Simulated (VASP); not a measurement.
# SbAsF2 (P-4m2) in VASP: relaxation of cell and atoms with PBE

Aim: the relaxation of cell and atoms of SbAsF2 with PBE.

Everything below comes from runs of VASP 6.6.1. Logs are shortened: lines on timing, memory, paths and dates and some standing lists are left out, and cuts for length are marked.

## Step 1: The cell of the first run

Symmetry: P-4m2, No. 115, tetragonal system. The conventional cell has a = 4.115 Å, b = 4.115 Å, c = 5.797 Å, α = 90.00°, β = 90.00°, γ = 90.00°. Sb (site symmetry -4m2) has 4 F at 2.46 Å within 3.3 Å. As (site symmetry -4m2) has 4 F at 2.57 Å within 3.4 Å. Within 3.3 Å of F (site symmetry 2mm) lie 2 Sb at 2.46 Å and 2 As at 2.57 Å.

The cell was built from a structure type or drawn by symmetry, and may not be a known phase.

## Step 2: Relaxation of cell and atoms, PBE

INCAR reads:

```
SYSTEM = SbAsF2
ALGO = Normal ; EDIFF = 1E-7
EDIFFG = -0.04 ; ENCUT = 600
GGA = PE ; IBRION = 2
ISIF = 3 ; ISMEAR = 0
LASPH = .TRUE. ; LCHARG = .FALSE.
LREAL = .FALSE. ; LWAVE = .FALSE.
NELM = 60 ; NSW = 90
PREC = Accurate ; SIGMA = 0.1
```

KPOINTS reads:

```
k-points
0
G
  4 4 4
  0 0 0
```

POSCAR reads:

```
SbAsF2
1.0
    4.1145113300      0.0000000000      0.0000000000
    0.0000000000      4.1145113300      0.0000000000
    0.0000000000      0.0000000000      5.7970139900
Sb As F
1 1 2
Direct
    0.0000000000      0.0000000000      0.0000000000
    0.5000000000      0.5000000000      0.5000000000
    0.0000000000      0.5000000000      0.2333653700
    0.5000000000      0.0000000000      0.7666346300
```

Potentials or basis: VASP PAW PBE potentials, release 64 (Sb, As, F).

The run is started by

```console
$ cat potpaw_PBE.64/Sb/POTCAR potpaw_PBE.64/As/POTCAR potpaw_PBE.64/F/POTCAR > POTCAR
$ mpirun -np 1 vasp_std > vasp.out
```

OUTCAR:

```text
SYSTEM = SbAsF2
   EDIFF = 1E-7
   EDIFFG = -0.04
   ENCUT = 600
   GGA = PE
   IBRION = 2
   ISIF = 3
   ISMEAR = 0
   LASPH = .TRUE.
   LREAL = .FALSE.
   NELM = 60
   NSW = 90
   PREC = Accurate

 ion  position               nearest neighbor table
   1  0.000  0.000  0.000-   3 2.46   4 2.46   3 2.46   4 2.46
   2  0.500  0.500  0.500-
   3  0.000  0.500  0.233-   1 2.46   1 2.46
   4  0.500  0.000  0.767-   1 2.46   1 2.46

  LATTYP: Found a simple tetragonal cell.
 ALAT       =     4.1145113300
 C/A-ratio  =     1.4089191948

  Lattice vectors:

 A1 = (   4.1145113300,   0.0000000000,   0.0000000000)
 A2 = (   0.0000000000,   4.1145113300,   0.0000000000)
 A3 = (   0.0000000000,   0.0000000000,   5.7970139900)

Analysis of symmetry for initial positions (statically):
=====================================================================
 Subroutine PRICEL returns:
 Original cell was already a primitive cell.

 Routine SETGRP: Setting up the symmetry group for a
 simple tetragonal supercell.

 Subroutine GETGRP returns: Found  8 space group operations
 (whereof  8 operations were pure point group operations)
 out of a pool of 16 trial point group operations.

The static configuration has the point symmetry D_2d.

Analysis of symmetry for dynamics (positions and initial velocities):
=====================================================================
 Subroutine PRICEL returns:
 Original cell was already a primitive cell.

 Routine SETGRP: Setting up the symmetry group for a
 simple tetragonal supercell.

 Subroutine GETGRP returns: Found  8 space group operations
 (whereof  8 operations were pure point group operations)
 out of a pool of 16 trial point group operations.

The dynamic configuration has the point symmetry D_2d.

 Subroutine INISYM returns: Found  8 space group operations
 (whereof  8 operations are pure point group operations),
 and found     1 'primitive' translations

----------------------------------------------------------------------------------------

                                     Primitive cell

  volume of cell :      98.1388

  direct lattice vectors                    reciprocal lattice vectors
     4.114511330  0.000000000  0.000000000     0.243042228  0.000000000  0.000000000
     0.000000000  4.114511330  0.000000000     0.000000000  0.243042228  0.000000000
     0.000000000  0.000000000  5.797013990     0.000000000  0.000000000  0.172502602

  length of vectors
     4.114511330  4.114511330  5.797013990     0.243042228  0.243042228  0.172502602

  position of ions in fractional coordinates (direct lattice)
     0.000000000  0.000000000  0.000000000
     0.500000000  0.500000000  0.500000000
     0.000000000  0.500000000  0.233365370
     0.500000000  0.000000000  0.766634630

  ion indices of the primitive-cell ions
   primitive index   ion index
                 1           1
                 2           2
                 3           3
                 4           4

----------------------------------------------------------------------------------------

 KPOINTS: k-points

Automatic generation of k-mesh.
 Grid dimensions read from file:
 generate k-points for:    4    4    4

 Generating k-lattice:

  Cartesian coordinates                     Fractional coordinates (reciprocal lattice)
     0.060760557  0.000000000  0.000000000     0.250000000  0.000000000  0.000000000
     0.000000000  0.060760557  0.000000000     0.000000000  0.250000000  0.000000000
     0.000000000  0.000000000  0.043125651     0.000000000  0.000000000  0.250000000

  Length of vectors
     0.060760557  0.060760557  0.043125651

  Shift w.r.t. Gamma in fractional coordinates (k-lattice)
     0.000000000  0.000000000  0.000000000

 Subroutine IBZKPT returns following result:
 ===========================================

 Found     18 irreducible k-points:

 Following reciprocal coordinates:
            Coordinates               Weight
  0.000000  0.000000  0.000000      1.000000
  0.250000  0.000000  0.000000      4.000000
  0.500000  0.000000  0.000000      2.000000
  0.250000  0.250000  0.000000      4.000000
  0.500000  0.250000  0.000000      4.000000
  0.500000  0.500000  0.000000      1.000000
[... 10 lines left out ...]
  0.500000  0.250000  0.500000      4.000000
  0.500000  0.500000  0.500000      1.000000
   k-points           NKPTS =     18   k-points in BZ     NKDIM =     18   number of bands    NBANDS=     16
   number of dos      NEDOS =    301   number of ions     NIONS =      4
   total plane-waves  NPLWV =  62208
   dimension x,y,z NGX =    36 NGY =   36 NGZ =   48
   dimension x,y,z NGXF=    72 NGYF=   72 NGZF=   96
   ions per type =               1   1   2
   NGX,Y,Z   is equivalent  to a cutoff of  14.55, 14.55, 13.77 a.u.
   NGXF,Y,Z  is equivalent  to a cutoff of  29.09, 29.09, 27.53 a.u.
 SYSTEM =  SbAsF2
   PREC   = accura    normal or accurate (medium, high low for compatibility)
   ISTART =      0    job   : 0-new  1-cont  2-samecut
   ICHARG =      2    charge: 1-file 2-atom 10-const
   ISPIN  =      1    spin polarized calculation?
   LNONCOLLINEAR =      F non collinear calculations
   LSORBIT =      F    spin-orbit coupling
   LASPH  =      T    aspherical Exc in radial PAW
   ENCUT  =  600.0 eV  44.10 Ry    6.64 a.u.   8.22  8.22 11.58*2*pi/ulx,y,z
   NELM   =     60;   NELMIN=  2; NELMDL= -5     # of ELM steps
   EDIFF  = 0.1E-06   stopping-criterion for ELM
   LREAL  =      F    real-space projection
   EDIFFG = -.4E-01   stopping-criterion for IOM
   NSW    =     90    number of steps for IOM
   IBRION =      2    ionic relax: 0-MD 1-quasi-New 2-CG
   NFREE  =      1    steps in history (QN), initial steepest desc. (CG)
   ISIF   =      3    stress and relaxation
   ISYM   =      2    0-nonsym 1-usesym 2-fastsym
   POTIM  = 0.5000    time-step for ionic-motion
   TEBEG  =    0.0;   TEEND  =   0.0 temperature during run
   PSTRESS=    0.0 pullay stress
   NELECT =      24.0000    total number of electrons
   NUPDOWN=      -1.0000    fix difference up-down
   EMIN   =  10.00;   EMAX   =-10.00  energy-range for DOS
   EFERMI =   0.00;   METHOD = LEGACY
   ISMEAR =     0;   SIGMA  =   0.10  broadening in eV -4-tet -1-fermi 0-gaus
   EFERMI_NEDOS =   21; number of points for ismear=-14 and -15
   IALGO  =     38    algorithm
   IMIX   =      4    mixing-type and parameters
     AMIX     =   0.40;   BMIX     =  1.00
     AMIX_MAG =   1.60;   BMIX_MAG =  1.00
  volume/ion in A,a.u.               =      24.53       165.57
  Fermi-wavevector in a.u.,A,eV,Ry     =   1.023760  1.934626 14.260064  1.048085
  Thomas-Fermi vector in A             =   2.157511
   LORBIT       =      0    0 simple, 1 ext, 2 COOP (PROOUT), +10 PAW based schemes
   GGA     = PE    functional components
   LHFCALC =     F    Hartree Fock is set to
   AEXX    =    0.0000 exact exchange contribution
   IVDW    =     0    specifies the selected vdW correction
   LEPSILON=     F    determine dielectric tensor
   LRPA    =     F    only Hartree local field effects (RPA)
 conjugate gradient relaxation of ions
 non-spin polarized calculation
 Gauss-broadening in eV      SIGMA  =   0.10
  energy-cutoff  :      600.00
  volume of cell :       98.14
 maximum number of plane-waves:      3320
 NGX is ok and might be reduce to    36
   NGX = 17   NGY = 17   NGZ = 23

--------------------------------------- Ionic step        1  -------------------------------------------

 number of electron      23.9999994 magnetization

 Free energy of the ion-electron system (eV)
  ---------------------------------------------------
  ext. energy  EPLUGINS =         0.00000000
  ---------------------------------------------------
  free energy    TOTEN  =       -13.59284498 eV

  energy without entropy =      -13.57676086  energy(sigma->0) =      -13.58480292

------------------------ aborting loop because EDIFF is reached ----------------------------------------

  FORCE on cell =-STRESS in cart. coord.  units (eV):
  Direction    XX          YY          ZZ          XY          YZ          ZX
  --------------------------------------------------------------------------------------
  -------------------------------------------------------------------------------------
  Total       -2.7323022     -2.7323022     -3.4224176      0.0000000     -0.0000000      0.0000000
  in kB      -44.6065296    -44.6065296    -55.8730921      0.0000000     -0.0000000      0.0000000
  external PRESSURE =     -48.3620505 kB  Pullay stress =       0.0000000 kB
[... 95 lines left out ...]
  FREE ENERGIE OF THE ION-ELECTRON SYSTEM (eV)
  ---------------------------------------------------
  free  energy   TOTEN  =       -13.8240433083 eV

  energy  without entropy=      -13.8096284937  energy(sigma->0) =      -13.81683590

 E-fermi :   5.9138     XC(G=0): -10.2377

 val. band max:        5.8651445927   @ k =   0.5000   0.0000   0.2500
 cond. band min:       5.9272383736   @ k =   0.0000   0.0000   0.2500
 fundamental gap:      0.0620937809
 Fermi energy:         5.9138143410

 k-point     1 :       0.0000    0.0000    0.0000
  band No.  band energies     occupation
      1     -18.1005      2.00000
      2     -17.8499      2.00000
      3      -5.8894      2.00000
      4      -4.6586      2.00000
      5      -1.8580      2.00000
      6      -1.8580      2.00000
[... 8 lines left out ...]
     15      10.9136      0.00000
     16      12.9285      0.00000
[... 306 lines left out ...]
  band No.  band energies     occupation
      1     -17.7437      2.00000
      2     -17.7437      2.00000
      3      -3.6680      2.00000
      4      -3.1139      2.00000
      5      -0.7867      2.00000
      6      -0.2475      2.00000
[... 8 lines left out ...]
     15       7.1835      0.00000
     16       7.1835      0.00000

[... ionic steps 4 to 18 ...]

--------------------------------------- Ionic step       19  -------------------------------------------

 number of electron      24.0000011 magnetization

------------------------ aborting loop because EDIFF is reached ----------------------------------------

  FORCE on cell =-STRESS in cart. coord.  units (eV):
  Direction    XX          YY          ZZ          XY          YZ          ZX
  --------------------------------------------------------------------------------------
  -------------------------------------------------------------------------------------
  Total        0.0117521      0.0117521     -0.3348519      0.0000000     -0.0000000      0.0000000
  in kB        0.2577064      0.2577064     -7.3427907      0.0000000     -0.0000000      0.0000000
  external PRESSURE =      -2.2757926 kB  Pullay stress =       0.0000000 kB
[... 61 lines left out ...]
  energy  without entropy=      -14.7363267638  energy(sigma->0) =      -14.74717767

--------------------------------------- Ionic step       21  -------------------------------------------

 number of electron      24.0000009 magnetization

 Free energy of the ion-electron system (eV)
  ---------------------------------------------------
  ext. energy  EPLUGINS =         0.00000000
  ---------------------------------------------------
  free energy    TOTEN  =       -14.76272475 eV

  energy without entropy =      -14.74148494  energy(sigma->0) =      -14.75210484

 E-fermi :   4.6570     XC(G=0):  -9.8115

 val. band max:        4.6167122778   @ k =   0.2500   0.2500   0.0000
 cond. band min:       4.6657284254   @ k =   0.5000   0.5000   0.2500
 fundamental gap:      0.0490161476
 Fermi energy:         4.6569912201

 k-point     1 :       0.0000    0.0000    0.0000
  band No.  band energies     occupation
      1     -19.2096      2.00000
      2     -18.9098      2.00000
      3      -5.9202      2.00000
      4      -3.9241      2.00000
      5      -2.7722      2.00000
      6      -2.7722      2.00000
[... 8 lines left out ...]
     15       8.6959      0.00000
     16       8.9334      0.00000
[... 352 lines left out ...]
  FREE ENERGIE OF THE ION-ELECTRON SYSTEM (eV)
  ---------------------------------------------------
  free  energy   TOTEN  =       -14.7627247471 eV

  energy  without entropy=      -14.7414849367  energy(sigma->0) =      -14.75210484

 reached required accuracy - stopping structural energy minimisation
```

It took 13 min on 1 thread of Intel Xeon 8259CL, shared host; peak memory 0.28 GiB.

What came out:

```
Free energy                           : -14.7627 eV
Relaxed volume                        : 18.11 Å³/atom
Relaxed cell                          : a = 4.646 Å, b = 4.646 Å, c = 3.355 Å, α = 90.00°, β = 90.00°, γ = 90.00°
Space group after relaxing (to 0.1 Å) : P4/mmm (No. 123)
Energy gained by relaxing             : 292.5 meV/atom
Ionic steps                           : 21
Pressure after relaxing               : 0.1 GPa
Largest force after relaxing          : 0.015 eV/Å
Band gap on the k mesh                : zero (bands 12 and 13 overlap by 0.71 eV)
```

Forces in eV/Å, atoms in the order of the input:
```
Sb   0.000  0.000  0.000
As   0.000  0.000  0.000
F    0.000  0.000 -0.015
F    0.000  0.000  0.015
```

The path:
```
step  energy change (eV)  largest force (eV/Å)  pressure (GPa)  volume (Å³)
   1              0.0000                0.4687           -4.84        98.14
   2             -0.2214                0.4413           -0.90        87.99
   3             -0.2312                0.4270            0.38        85.78
   4             -0.2656                0.4921            0.47        85.70
   5             -0.3830                0.5566            0.71        85.39
   6             -0.5899                0.4852            1.06        84.39
   7             -0.7999                0.2575            0.81        80.78
   8             -0.9024                0.0044            2.18        66.38
   9             -0.9124                0.2701           -0.07        77.42
  10             -1.1340                0.1173           -0.16        72.53
  11             -1.1364                0.0903            0.05        70.97
  12             -1.1404                0.0994           -0.05        71.54
  13             -1.1479                0.0991            1.37        70.92
  14             -1.1487                0.0999            1.02        71.07
  15             -1.1521                0.0965            0.77        71.43
  16             -1.1585                0.0796            0.10        72.50
  17             -1.1544                0.0391           -1.07        74.66
  18             -1.1598                0.0685           -0.26        73.13
  19             -1.1613                0.0636           -0.23        73.06
  20             -1.1652                0.0478           -0.13        72.85
  21             -1.1699                0.0155            0.06        72.43
```

Final structure:
```yaml
crystal:
  lattice:
    - [4.64629, 0.00000, 0.00000]
    - [0.00000, 4.64629, 0.00000]
    - [0.00000, 0.00000, 3.35501]
  atoms:
    - { symbol: Sb, position: [0.00000, 0.00000, 0.00000] }
    - { symbol: As, position: [0.50000, 0.50000, 0.50000] }
    - { symbol: F, position: [0.00000, 0.50000, 0.00755] }
    - { symbol: F, position: [0.50000, 0.00000, 0.99245] }
```

Caveat: the k points lie up to 0.47 Å⁻¹ apart in the final cell, too coarse for converged energies and pressures of a metal; the volume moved by over 15 % at a fixed basis, so the end points are rough; spin-orbit coupling is left out, which moves the levels of the heavy elements.
